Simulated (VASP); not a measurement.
# KI (I4mm) in VASP: further runs, part 2 of 2

VASP 6.6.1. The steps go on from the part before.

### Step 4. Single point, PBE

Contents of INCAR:

```
SYSTEM = KI
ALGO = Normal
EDIFF = 1E-7
ENCUT = 520
GGA = PE
ISIF = 2
ISMEAR = 0
LASPH = .True.
LCHARG = .False.
LREAL = .False.
LWAVE = .False.
NBANDS = 15
NELM = 100
PREC = Accurate
SIGMA = 0.05
```

Contents of KPOINTS:

```
k-points
0
Gamma
  6 6 6
  0 0 0
```

Contents of POSCAR:

```
KI
1.0
    0.0000000000      3.6831074658      3.5873258652
    3.6831074658      0.0000000000      3.5873258652
    3.6831074658      3.6831074658      0.0000000000
K I
1 1
Direct
   -0.0355696708     -0.0355696708      0.0355696708
    0.5109587445      0.5109587445      0.4890412555
```

Potentials or basis: VASP PAW PBE potentials, release 64 (K_sv, I).

Run with:

```
$ cat potpaw_PBE.64/K_sv/POTCAR potpaw_PBE.64/I/POTCAR > POTCAR
$ mpirun -np 1 vasp_std > vasp.out
```

OUTCAR:

```text
SYSTEM = KI
   EDIFF = 1E-7
   ENCUT = 520
   GGA = PE
   ISIF = 2
   ISMEAR = 0
   LASPH = .True.
   LREAL = .False.
   NELM = 100
   PREC = Accurate

 ion  position               nearest neighbor table
   1  0.964  0.964  0.036-   2 3.25
   2  0.511  0.511  0.489-   1 3.25

  LATTYP: Found a body centered tetragonal cell.
 ALAT       =     5.2087005298
 C/A-ratio  =     1.3774360206

  Lattice vectors:

 A1 = (   0.0000000000,  -3.6831074658,  -3.5873258652)
 A2 = (   0.0000000000,   3.6831074658,  -3.5873258652)
 A3 = (   3.6831074658,   0.0000000000,   3.5873258652)

Analysis of symmetry for initial positions (statically):
=====================================================================
 Subroutine PRICEL returns:
 Original cell was already a primitive cell.

 Routine SETGRP: Setting up the symmetry group for a
 body centered tetragonal supercell.

 Subroutine GETGRP returns: Found  8 space group operations
 (whereof  8 operations were pure point group operations)
 out of a pool of 16 trial point group operations.

The static configuration has the point symmetry C_4v.

Analysis of symmetry for dynamics (positions and initial velocities):
[... 167 lines left out ...]
 k-point     1 :       0.0000    0.0000    0.0000
  band No.  band energies     occupation
      1     -29.5538      2.00000
      2     -13.0562      2.00000
      3     -13.0337      2.00000
      4     -13.0337      2.00000
      5     -11.2575      2.00000
      6      -0.9220      2.00000
      7      -0.9143      2.00000
      8      -0.9143      2.00000
      9       2.8566      0.00000
     10       5.6389      0.00000
     11       5.6389      0.00000
     12       5.7719      0.00000
     13       6.2572      0.00000
     14       6.4891      0.00000
[... 401 lines left out ...]
      2     -13.0879      2.00000
      3     -13.0568      2.00000
      4     -13.0438      2.00000
      5     -11.1310      2.00000
      6      -1.7144      2.00000
      7      -1.3381      2.00000
      8      -1.1957      2.00000
      9       4.5601      0.00000
     10       5.0449      0.00000
     11       6.5542      0.00000
     12       7.1881      0.00000
     13       7.6443      0.00000
     14       8.1898      0.00000
     15       8.4667      0.00000

 [... further k-points ...]
[... 5 lines left out ...]
  --------------------------------------------------------------------------------------
  -------------------------------------------------------------------------------------
  Total       -0.3723804     -0.3723804      0.7038877      0.0000000     -0.0000000      0.0000000
  in kB       -6.1301041     -6.1301041     11.5873568      0.0000000     -0.0000000      0.0000000
  external PRESSURE =      -0.2242838 kB  Pullay stress =       0.0000000 kB

 VOLUME and BASIS-vectors are now :
 -----------------------------------------------------------------------------
  energy-cutoff  :      520.00
  volume of cell :       97.33
      direct lattice vectors                 reciprocal lattice vectors
     0.000000000  3.683107466  3.587325865    -0.135754931  0.135754931  0.139379588
     3.683107466  0.000000000  3.587325865     0.135754931 -0.135754931  0.139379588
     3.683107466  3.683107466  0.000000000     0.135754931  0.135754931 -0.139379588

 POSITION                                       TOTAL-FORCE (eV/Angst)
 -----------------------------------------------------------------------------------
      3.68311      3.68311      6.91945         0.000000      0.000000      0.398319
      3.68311      3.68311      3.66595         0.000000      0.000000     -0.398319
 -----------------------------------------------------------------------------------
    total drift:                                0.000000      0.000000      0.000080

  FREE ENERGIE OF THE ION-ELECTRON SYSTEM (eV)
  ---------------------------------------------------
  free  energy   TOTEN  =        -5.4983232958 eV

  energy  without entropy=       -5.4983232958  energy(sigma->0) =       -5.49832330
```

stdout:

```text
POSCAR found type information on POSCAR K I
 POSCAR found :  2 types and       2 ions
 scaLAPACK will be used
 LDA part: xc-table for (Slater+PW92), standard interpolation
 POSCAR, INCAR and KPOINTS ok, starting setup
 FFT: planning ... GRIDC
 FFT: planning ... GRID_SOFT
 FFT: planning ... GRID
 WAVECAR not read
 entering main loop
```

Wall time 41 s (1 thread of Intel Xeon Platinum 8259CL at 2.50GHz (Skylake/Cascade Lake), shared host); peak memory 0.25 GiB.

What came out:

- Free energy: -5.4983 eV
- Pressure: 0.0 GPa
- Largest force: 0.398 eV/Å
- Band gap on the k mesh: 3.77 eV, direct

Forces on the atoms (eV/Å):
```
K    0.000  0.000  0.398
I    0.000  0.000 -0.398
```

Levels at points of the mesh, in eV from the valence-band top:
```
           k point  band 5  band 6  band 7  band 8  band 9  band 10  band 11  band 12
(0.00, 0.00, 0.00)  -10.34   -0.01    0.00    0.00    3.77     6.55     6.55     6.69
(0.50, 0.00, 0.00)  -10.17   -1.09   -0.25   -0.24    5.41     7.31     7.79     7.97
(0.50, 0.50, 0.00)  -10.22   -0.81   -0.32   -0.32    5.09     5.57     7.67     8.11
(0.50, 0.00, 0.50)  -10.23   -0.84   -0.30   -0.29    5.17     5.55     8.01     8.31
```

Caveat: spin-orbit coupling is left out, which moves the levels of the heavy elements. Expect the measured gap to be larger: semilocal functionals such as PBE lack the derivative discontinuity.

### Step 5. Single point, PBE

Contents of INCAR:

```
SYSTEM = KI
  PREC = Accurate
  ENCUT = 520
  EDIFF = 1E-6
  ISMEAR = 0
  SIGMA = 0.05
  LREAL = .FALSE.
  LASPH = .TRUE.
  NELM = 80
  ALGO = Normal
  ISIF = 2
  LWAVE = .FALSE.
  LCHARG = .FALSE.
  GGA = PE
  NBANDS = 15
```

Contents of KPOINTS:

```
Automatic mesh
0
G
  6 6 6
  0 0 0
```

Contents of POSCAR:

```
KI
1.0
    0.0000000000      3.6831074658      3.5873258652
    3.6831074658      0.0000000000      3.5873258652
    3.6831074658      3.6831074658      0.0000000000
K I
1 1
Direct
   -0.0711393416     -0.0711393416      0.0711393416
    0.5219174889      0.5219174889      0.4780825111
```

Run with:

```
$ cat potpaw_PBE.64/K_sv/POTCAR potpaw_PBE.64/I/POTCAR > POTCAR
$ mpirun -np 1 vasp_std > vasp.out
```

Run time: 38 s. Hardware: 1 thread of Intel Xeon Platinum 8259CL at 2.50GHz (Skylake/Cascade Lake), shared host; peak memory 0.25 GiB.

Results (log left out):

```
Free energy            : -5.2173 eV
Pressure               : 1.6 GPa
Largest force          : 1.474 eV/Å
Band gap on the k mesh : 3.80 eV, direct
```

Forces in eV/Å, atoms in the order of the input:
```
K    0.000  0.000  1.474
I    0.000  0.000 -1.474
```

Stress tensor (GPa, compression positive):
```
-0.71  0.00  0.00
 0.00 -0.71  0.00
 0.00  0.00  6.09
```

Levels at points of the mesh, in eV from the valence-band top:
| k point | band 4 | band 5 | band 6 | band 7 | band 8 | band 9 | band 10 | band 11 | band 12 | band 13 |
| --- | --- | --- | --- | --- | --- | --- | --- | --- | --- | --- |
| (0.00, 0.00, 0.00) | -12.02 | -10.25 | -0.04 | -0.04 | 0.00 | 3.80 | 6.77 | 6.77 | 6.86 | 7.27 |
| (0.50, 0.00, 0.00) | -12.02 | -10.07 | -1.04 | -0.22 | -0.18 | 5.39 | 7.22 | 7.66 | 7.81 | 8.44 |
| (0.50, 0.50, 0.00) | -12.03 | -10.09 | -0.70 | -0.29 | -0.29 | 5.14 | 5.58 | 7.14 | 8.33 | 9.00 |
| (0.50, 0.00, 0.50) | -12.03 | -10.13 | -0.81 | -0.35 | -0.24 | 5.42 | 5.55 | 8.06 | 8.35 | 8.55 |

Caveat: spin-orbit coupling is left out, which moves the levels of the heavy elements; forces of over 1 eV/Å act on the atoms, so gaps and moduli don't describe the material at rest.
